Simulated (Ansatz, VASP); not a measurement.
# ZnS in VASP and in Ansatz

The input INCAR:

```
SYSTEM = ZnS
  PREC = Accurate
  ENCUT = 520
  EDIFF = 1E-7
  ISMEAR = 0
  SIGMA = 0.05
  LREAL = .FALSE.
  LASPH = .TRUE.
  NELM = 100
  ALGO = Normal
  ISIF = 2
  LWAVE = .FALSE.
  LCHARG = .TRUE.
  GGA = PE
  LELF = .TRUE.
  LVHAR = .TRUE.
  NBANDS = 46
```

KPOINTS

```
regular mesh
0
G
  12 12 2
  0 0 0
```

File POSCAR:

```
ZnS
1.0
    3.8467234448      0.0000000000      0.0000000000
   -1.9233617224      3.3313602246      0.0000000000
    0.0000000000      0.0000000000     12.5902250307
Zn S
4 4
Direct
    0.0000000000      0.0000000000      0.0000503469
    0.0000000000      0.0000000000      0.5000503469
    0.3333333333      0.6666666667      0.2500245139
    0.6666666667      0.3333333333      0.7500245139
   -0.0233075105      0.0636773030      0.1872896977
    0.0000000000      0.0000000000      0.6872896977
    0.3333333333      0.6666666667      0.4376354415
    0.6666666667      0.3333333333      0.9376354415
```

Input for Ansatz:

```yaml
crystal:
  lattice:
    - [3.8467234448, 0.0, 0.0]
    - [-1.9233617224, 3.3313602246, 0.0]
    - [0.0, 0.0, 12.5902250307]
  atoms:
    - { symbol: Zn, position: [0.0, 0.0, 5.03469e-05] }
    - { symbol: Zn, position: [0.0, 0.0, 0.5000503469] }
    - { symbol: Zn, position: [0.3333333333, 0.6666666667, 0.2500245139] }
    - { symbol: Zn, position: [0.6666666667, 0.3333333333, 0.7500245139] }
    - { symbol: S, position: [-0.0233075105, 0.063677303, 0.1872896977] }
    - { symbol: S, position: [0.0, 0.0, 0.6872896977] }
    - { symbol: S, position: [0.3333333333, 0.6666666667, 0.4376354415] }
    - { symbol: S, position: [0.6666666667, 0.3333333333, 0.9376354415] }
basis:
  ecutwfc: 420
kpoints:
  mp_grid: { grid: [12, 12, 2] }
hamiltonian:
  xc: pbe
scf:
  occupations: { method: gaussian, width: 0.05 }
output:
  forces: true
  stress: true
  eigenvalues: true
```

Alike in both runs: task single point; functional PBE; k mesh 12 × 12 × 2; occupations gaussian, width 0.05 eV; no spin polarisation.

|  | VASP | Ansatz |
| --- | --- | --- |
| version | VASP 6.6.1 | Ansatz 0.2.0 |
| potentials or method | VASP PAW PBE potentials, release 64 (Zn, S), cutoff 520 eV | scalar-relativistic, plane waves, PAW |
| valence electrons in the cell | 72 | 72 |

|  | VASP | Ansatz | Ansatz less VASP |
| --- | --- | --- | --- |
| gap on the k mesh at the Fermi level (eV) | 1.99 | 1.98 | -0.006 |
| least direct gap on the mesh (eV) | 1.99 | 1.98 | -0.006 |
| pressure (GPa) | 0.8 | 0.6 | -0.15 |
| traceless stress, the component that is largest in VASP (GPa) | 1.19 | 1.18 | -0.009 |
| rms of the force components (eV/Å) | 0.438 | 0.434 | -0.0030 |

Atom by atom the forces differ by 0.003 eV/Å (rms over components). The functional is the same, so the differences come from potentials, cutoffs and numerics.
